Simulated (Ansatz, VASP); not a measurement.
**Two plane-wave programs on Cd3Ga2O**

Contents of INCAR:

```
PREC = Accurate
ENCUT = 520
EDIFF = 1E-6
ISMEAR = 0
SIGMA = 0.1
LREAL = False
LASPH = True
NELM = 80
ALGO = Normal
ISIF = 2
LWAVE = False
LCHARG = False
GGA = PE
NBANDS = 43
```

The input KPOINTS:

```
regular mesh
0
Gamma
  4 4 2
```

Contents of POSCAR:

```
Cd3Ga2O
1.0
    4.1886267700      0.0000000000      0.0000000000
    0.0000000000      4.1886267700      0.0000000000
    0.0000000000      0.0000000000      7.4905564000
Cd Ga O
3 2 1
Direct
    0.5000000000      0.5000000000      0.5000000000
    0.5000000000      0.5000000000      0.1922168700
    0.5000000000      0.5000000000      0.8077831300
    0.0000000000      0.5000000000      0.5000000000
    0.5000000000      0.0000000000      0.5000000000
    0.0000000000      0.0000000000      0.5000000000
```

Input for Ansatz:

```yaml
crystal:
  lattice:
    - [4.18862677, 0.0, 0.0]
    - [0.0, 4.18862677, 0.0]
    - [0.0, 0.0, 7.4905564]
  atoms:
    - { symbol: Cd, position: [0.5, 0.5, 0.5] }
    - { symbol: Cd, position: [0.5, 0.5, 0.19221687] }
    - { symbol: Cd, position: [0.5, 0.5, 0.80778313] }
    - { symbol: Ga, position: [0.0, 0.5, 0.5] }
    - { symbol: Ga, position: [0.5, 0.0, 0.5] }
    - { symbol: O, position: [0.0, 0.0, 0.5] }
basis:
  ecutwfc: 420
kpoints:
  mp_grid: { grid: [4, 4, 2] }
hamiltonian:
  xc: pbe
scf:
  occupations: { method: gaussian, width: 0.1 }
  lower_state_search: "off"
output:
  forces: true
  stress: true
  eigenvalues: true
```

Alike in both runs: task single point; functional PBE; k mesh 4 × 4 × 2; occupations gaussian, width 0.1 eV; no spin polarisation.

|  | VASP | Ansatz |
| --- | --- | --- |
| version | VASP 6.6.1 | Ansatz 0.2.0 |
| potentials or method | VASP PAW PBE potentials, release 64 (Cd, Ga_d, O), cutoff 520 eV | scalar-relativistic, plane waves, PAW |
| valence electrons in the cell | 68 | 92 |

```csv
,VASP,Ansatz,Ansatz less VASP
gap on the k mesh at the Fermi level (eV),none,none,-
rms of the force components (eV/Å),2.044,1.959,-0.0849
```

Atom by atom the forces differ by 0.085 eV/Å (rms over components). A gap of «none» marks a metal or a gap that the smearing closes. VASP's potentials hold 68 valence electrons a cell and Ansatz's 92, so a difference there can come from the potentials and not from the codes.

The k mesh is coarse, so the values compare programs but aren't converged.
